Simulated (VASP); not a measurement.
# ReS (P6_3/mmc) in VASP: relaxation of cell and atoms with r2SCAN

Aim: the relaxation of cell and atoms of ReS with r2SCAN.

All numbers are computed with VASP 6.6.1; they aren't measurements. Logs are shortened: lines on timing, memory, paths and dates and some standing lists are left out, and cuts for length are marked.

## 1. The cell of the first run

It takes space group P6_3/mmc (No. 194, hexagonal). Conventional cell: a = 3.372 Å, b = 3.372 Å, c = 5.226 Å, α = 90.00°, β = 90.00°, γ = 120.00°. Re (site symmetry -3m) has 6 S at 2.34 Å and 2 Re at 2.61 Å within 3.1 Å. S (site symmetry -6m2) has 6 Re at 2.34 Å within 3.1 Å.

## 2. Relaxation of cell and atoms, r2SCAN

File POSCAR:

```
ReS
1.0
    3.3716900363      0.0000000000      0.0000000000
   -1.6858450182      2.9199692251      0.0000000000
    0.0000000000      0.0000000000      5.2261195563
Re S
2 2
Direct
    0.0000000000      0.0000000000      0.0000000000
    0.0000000000      0.0000000000      0.5000000000
    0.3333333333      0.6666666667      0.2500000000
    0.6666666667      0.3333333333      0.7500000000
```

File INCAR.step1:

```
PREC = Accurate
ENCUT = 610
ISMEAR = 0
SIGMA = 0.1
LREAL = False
LASPH = True
NELM = 120
GGA = PE
ALGO = Normal
EDIFF = 1E-5
LWAVE = True
LCHARG = False
GGA_COMPAT = False
IBRION = 2
ISIF = 3
EDIFFG = -0.005
NELMIN = 4
NSW = 100
```

File INCAR.step2:

```
PREC = Accurate
ENCUT = 610
EDIFF = 1E-7
ISMEAR = 0
SIGMA = 0.1
LREAL = False
LASPH = True
NELM = 120
ALGO = Normal
ISIF = 3
LWAVE = False
LCHARG = False
METAGGA = R2SCAN
LMIXTAU = True
IBRION = 2
NSW = 100
EDIFFG = -0.05
ISTART = 1
GGA_COMPAT = False
NELMIN = 4
```

File KPOINTS:

```
regular mesh
0
Gamma
  6 6 4
```

Potentials or basis: VASP PAW PBE potentials, release 64 (Re_sv_GW, S).

Launch:

```console
$ cat potpaw_PBE.64/Re_sv_GW/POTCAR potpaw_PBE.64/S/POTCAR > POTCAR
$ cp INCAR.step1 INCAR
$ mpirun -np 1 vasp_std > vasp.out
$ cp INCAR.step2 INCAR
$ mpirun -np 1 vasp_std > vasp.out
```

OUTCAR:

```text
PREC = Accurate
   ENCUT = 610
   EDIFF = 1E-7
   ISMEAR = 0
   LREAL = False
   LASPH = True
   NELM = 120
   ISIF = 3
   METAGGA = R2SCAN
   IBRION = 2
   NSW = 100
   EDIFFG = -0.05
   ISTART = 1
   NELMIN = 4

 ion  position               nearest neighbor table
   1  0.000  0.000  0.000-   3 2.34   4 2.34   4 2.34   3 2.34   4 2.34   3 2.34   2 2.61   2 2.61

   2  0.000  0.000  0.500-   3 2.34   4 2.34   4 2.34   3 2.34   4 2.34   3 2.34   1 2.61   1 2.61

   3  0.333  0.667  0.250-   1 2.34   2 2.34   1 2.34   2 2.34   1 2.34   2 2.34
   4  0.667  0.333  0.750-   1 2.34   2 2.34   1 2.34   2 2.34   1 2.34   2 2.34

  LATTYP: Found a hexagonal cell.
 ALAT       =     3.3716900363
 C/A-ratio  =     1.5500000000

  Lattice vectors:

 A1 = (   3.3716900363,   0.0000000000,   0.0000000000)
 A2 = (  -1.6858450182,   2.9199692251,   0.0000000000)
 A3 = (   0.0000000000,   0.0000000000,   5.2261195563)

Analysis of symmetry for initial positions (statically):
=====================================================================
 Subroutine PRICEL returns:
 Original cell was already a primitive cell.

 Routine SETGRP: Setting up the symmetry group for a
 hexagonal supercell.

 Subroutine GETGRP returns: Found 24 space group operations
 (whereof 12 operations were pure point group operations)
 out of a pool of 24 trial point group operations.

The static configuration has the point symmetry D_3d.
 The point group associated with its full space group is D_6h.

Analysis of symmetry for dynamics (positions and initial velocities):
=====================================================================
 Subroutine PRICEL returns:
 Original cell was already a primitive cell.

 Routine SETGRP: Setting up the symmetry group for a
 hexagonal supercell.

 Subroutine GETGRP returns: Found 24 space group operations
 (whereof 12 operations were pure point group operations)
 out of a pool of 24 trial point group operations.

The dynamic configuration has the point symmetry D_3d.
 The point group associated with its full space group is D_6h.

 Subroutine INISYM returns: Found 24 space group operations
 (whereof 12 operations are pure point group operations),
 and found     1 'primitive' translations

----------------------------------------------------------------------------------------

                                     Primitive cell

  volume of cell :      51.4524

  direct lattice vectors                    reciprocal lattice vectors
     3.371690036  0.000000000  0.000000000     0.296587168  0.171234681  0.000000000
    -1.685845018  2.919969225  0.000000000     0.000000000  0.342469363  0.000000000
     0.000000000  0.000000000  5.226119556     0.000000000  0.000000000  0.191346560

  length of vectors
     3.371690036  3.371690036  5.226119556     0.342469363  0.342469363  0.191346560

  position of ions in fractional coordinates (direct lattice)
     0.000000000  0.000000000  0.000000000
     0.000000000  0.000000000  0.500000000
     0.333333333  0.666666667  0.250000000
     0.666666667  0.333333333  0.750000000

  ion indices of the primitive-cell ions
   primitive index   ion index
                 1           1
                 2           2
                 3           3
                 4           4

----------------------------------------------------------------------------------------

 KPOINTS: regular mesh

Automatic generation of k-mesh.
 Grid dimensions read from file:
 generate k-points for:    6    6    4

 Generating k-lattice:

  Cartesian coordinates                     Fractional coordinates (reciprocal lattice)
     0.049431195  0.028539114  0.000000000     0.166666667  0.000000000  0.000000000
     0.000000000  0.057078227  0.000000000     0.000000000  0.166666667  0.000000000
     0.000000000  0.000000000  0.047836640     0.000000000  0.000000000  0.250000000

  Length of vectors
     0.057078227  0.057078227  0.047836640

  Shift w.r.t. Gamma in fractional coordinates (k-lattice)
     0.000000000  0.000000000  0.000000000

 Subroutine IBZKPT returns following result:
 ===========================================

 Found     21 irreducible k-points:

 Following reciprocal coordinates:
            Coordinates               Weight
  0.000000  0.000000  0.000000      1.000000
  0.166667 -0.000000  0.000000      6.000000
  0.333333 -0.000000  0.000000      6.000000
  0.500000 -0.000000  0.000000      3.000000
  0.166667  0.166667  0.000000      6.000000
  0.333333  0.166667  0.000000     12.000000
[... 13 lines left out ...]
  0.333333  0.166667  0.500000     12.000000
  0.333333  0.333333  0.500000      2.000000
   k-points           NKPTS =     21   k-points in BZ     NKDIM =     21   number of bands    NBANDS=     25
   number of dos      NEDOS =    301   number of ions     NIONS =      4
   total plane-waves  NPLWV =  32928
   dimension x,y,z NGX =    28 NGY =   28 NGZ =   42
   dimension x,y,z NGXF=    56 NGYF=   56 NGZF=   84
   ions per type =               2   2
   NGX,Y,Z   is equivalent  to a cutoff of  13.81, 13.81, 13.36 a.u.
   NGXF,Y,Z  is equivalent  to a cutoff of  27.61, 27.61, 26.72 a.u.
 SYSTEM =  unknown system
   PREC   = accura    normal or accurate (medium, high low for compatibility)
   ISTART =      1    job   : 0-new  1-cont  2-samecut
   ICHARG =      0    charge: 1-file 2-atom 10-const
   ISPIN  =      1    spin polarized calculation?
   LNONCOLLINEAR =      F non collinear calculations
   LSORBIT =      F    spin-orbit coupling
   LASPH  =      T    aspherical Exc in radial PAW
   ENCUT  =  610.0 eV  44.83 Ry    6.70 a.u.   6.79  6.79 10.52*2*pi/ulx,y,z
   NELM   =    120;   NELMIN=  4; NELMDL=  0     # of ELM steps
   EDIFF  = 0.1E-06   stopping-criterion for ELM
   LREAL  =      F    real-space projection
   EDIFFG = -.5E-01   stopping-criterion for IOM
   NSW    =    100    number of steps for IOM
   IBRION =      2    ionic relax: 0-MD 1-quasi-New 2-CG
   NFREE  =      1    steps in history (QN), initial steepest desc. (CG)
   ISIF   =      3    stress and relaxation
   ISYM   =      2    0-nonsym 1-usesym 2-fastsym
   POTIM  = 0.5000    time-step for ionic-motion
   TEBEG  =    0.0;   TEEND  =   0.0 temperature during run
   PSTRESS=    0.0 pullay stress
   NELECT =      42.0000    total number of electrons
   NUPDOWN=      -1.0000    fix difference up-down
   EMIN   =  10.00;   EMAX   =-10.00  energy-range for DOS
   EFERMI =   0.00;   METHOD = LEGACY
   ISMEAR =     0;   SIGMA  =   0.10  broadening in eV -4-tet -1-fermi 0-gaus
   EFERMI_NEDOS =   21; number of points for ismear=-14 and -15
   IALGO  =     38    algorithm
   IMIX   =      4    mixing-type and parameters
     AMIX     =   0.40;   BMIX     =  1.00
     AMIX_MAG =   1.60;   BMIX_MAG =  1.00
  volume/ion in A,a.u.               =      12.86        86.80
  Fermi-wavevector in a.u.,A,eV,Ry     =   1.529993  2.891268 31.849596  2.340879
  Thomas-Fermi vector in A             =   2.637538
   LORBIT       =      0    0 simple, 1 ext, 2 COOP (PROOUT), +10 PAW based schemes
   METAGGA = R2SCAN    functional components
   LHFCALC =     F    Hartree Fock is set to
   AEXX    =    0.0000 exact exchange contribution
   IVDW    =     0    specifies the selected vdW correction
   LEPSILON=     F    determine dielectric tensor
   LRPA    =     F    only Hartree local field effects (RPA)
 conjugate gradient relaxation of ions
 non-spin polarized calculation
 Gauss-broadening in eV      SIGMA  =   0.10
  energy-cutoff  :      610.00
  volume of cell :       51.45
 maximum number of plane-waves:      1782
 NGX is ok and might be reduce to    28
   NGX = 13   NGY = 13   NGZ = 21

--------------------------------------- Ionic step        1  -------------------------------------------

 number of electron      42.0000006 magnetization

 Free energy of the ion-electron system (eV)
  ---------------------------------------------------
  ext. energy  EPLUGINS =         0.00000000
  ---------------------------------------------------
  free energy    TOTEN  =      -121.80813973 eV

  energy without entropy =     -121.79058077  energy(sigma->0) =     -121.79936025

------------------------ aborting loop because EDIFF is reached ----------------------------------------

  FORCE on cell =-STRESS in cart. coord.  units (eV):
  Direction    XX          YY          ZZ          XY          YZ          ZX
  --------------------------------------------------------------------------------------
  -------------------------------------------------------------------------------------
  Total       12.8611369     12.8611369     14.3587705     -0.0000000      0.0000000      0.0000000
  in kB      400.4835529    400.4835529    447.1184384     -0.0000000      0.0000000      0.0000000
  external PRESSURE =     416.0285148 kB  Pullay stress =       0.0000000 kB
[... 23 lines left out ...]
  energy  without entropy=     -121.7905807658  energy(sigma->0) =     -121.79936025

--------------------------------------- Ionic step        2  -------------------------------------------

 number of electron      41.9999987 magnetization

 E-fermi :   7.2636     XC(G=0): -11.7268

 val. band max:        7.2627281757   @ k =   0.5000  -0.0000   0.0000
 cond. band min:       7.2953739368   @ k =   0.3333   0.1667   0.0000
 fundamental gap:      0.0326457612
 Fermi energy:         7.2636247479

 k-point     1 :       0.0000    0.0000    0.0000
  band No.  band energies     occupation
      1     -74.9270      2.00000
      2     -74.9170      2.00000
      3     -36.3421      2.00000
      4     -36.1114      2.00000
      5     -36.0126      2.00000
      6     -36.0126      2.00000
[... 646 lines left out ...]
  FREE ENERGIE OF THE ION-ELECTRON SYSTEM (eV)
  ---------------------------------------------------
  free  energy   TOTEN  =      -122.6052021568 eV

  energy  without entropy=     -122.5830571106  energy(sigma->0) =     -122.59412963

[... ionic steps 4 to 8 ...]

--------------------------------------- Ionic step        9  -------------------------------------------

 number of electron      42.0000001 magnetization

------------------------ aborting loop because EDIFF is reached ----------------------------------------

  FORCE on cell =-STRESS in cart. coord.  units (eV):
  Direction    XX          YY          ZZ          XY          YZ          ZX
  --------------------------------------------------------------------------------------
  -------------------------------------------------------------------------------------
  Total        0.5593923      0.5593923      0.7235924     -0.0000000      0.0000000      0.0000000
  in kB       15.0894359     15.0894359     19.5186845     -0.0000000      0.0000000      0.0000000
  external PRESSURE =      16.5658521 kB  Pullay stress =       0.0000000 kB
[... 61 lines left out ...]
  energy  without entropy=     -122.6778065775  energy(sigma->0) =     -122.68305643

--------------------------------------- Ionic step       11  -------------------------------------------

 number of electron      42.0000000 magnetization

 Free energy of the ion-electron system (eV)
  ---------------------------------------------------
  ext. energy  EPLUGINS =         0.00000000
  ---------------------------------------------------
  free energy    TOTEN  =      -122.71195714 eV

  energy without entropy =     -122.70333941  energy(sigma->0) =     -122.70764828

 E-fermi :  11.4890     XC(G=0): -13.4508

 val. band max:       11.4034434848   @ k =   0.3333   0.1667   0.2500
 cond. band min:      11.6150569064   @ k =   0.3333   0.1667   0.2500
 fundamental gap:      0.2116134216
 Fermi energy:        11.4889569464

 k-point     1 :       0.0000    0.0000    0.0000
  band No.  band energies     occupation
      1     -70.8656      2.00000
      2     -70.7658      2.00000
      3     -32.9033      2.00000
      4     -32.0523      2.00000
      5     -32.0523      2.00000
      6     -31.9007      2.00000
[... 608 lines left out ...]
  FREE ENERGIE OF THE ION-ELECTRON SYSTEM (eV)
  ---------------------------------------------------
  free  energy   TOTEN  =      -122.7119571402 eV

  energy  without entropy=     -122.7033394102  energy(sigma->0) =     -122.70764828

 reached required accuracy - stopping structural energy minimisation
```

Run time: 70 min. Hardware: 1 thread of AMD EPYC 7R43 (Zen 3), shared host; peak memory 0.17 GiB.

What came out:

```
Free energy                           : -122.7120 eV
Relaxed volume                        : 14.96 Å³/atom
Relaxed cell                          : a = 3.660 Å, b = 3.660 Å, c = 5.159 Å, α = 90.00°, β = 90.00°, γ = 120.00°
Space group after relaxing (to 0.1 Å) : P6_3/mmc (No. 194)
Pressure after relaxing               : 0.1 GPa
Band gap on the k mesh                : zero (bands 21 and 22 overlap by 2.54 eV)
```

Stress tensor (GPa, compression positive):
```
-0.06  0.00  0.00
 0.00 -0.06  0.00
 0.00  0.00  0.29
```

Final structure:
```
Re S
1.0
     3.65966    0.00000    0.00000
    -1.82983    3.16936    0.00000
     0.00000    0.00000    5.15885
Re S
2 2
Direct
  0.00000 0.00000 0.00000
  0.00000 0.00000 0.50000
  0.33333 0.66667 0.25000
  0.66667 0.33333 0.75000
```

Caveat: the volume moved by over 15 % at a fixed basis, so the end points are rough; the PAW data sets were made with another functional, which shifts forces and pressure a little; spin-orbit coupling is left out, which moves the levels of the heavy elements.

The gap in the log of VASP goes by the Fermi energy; the results here count the filled bands.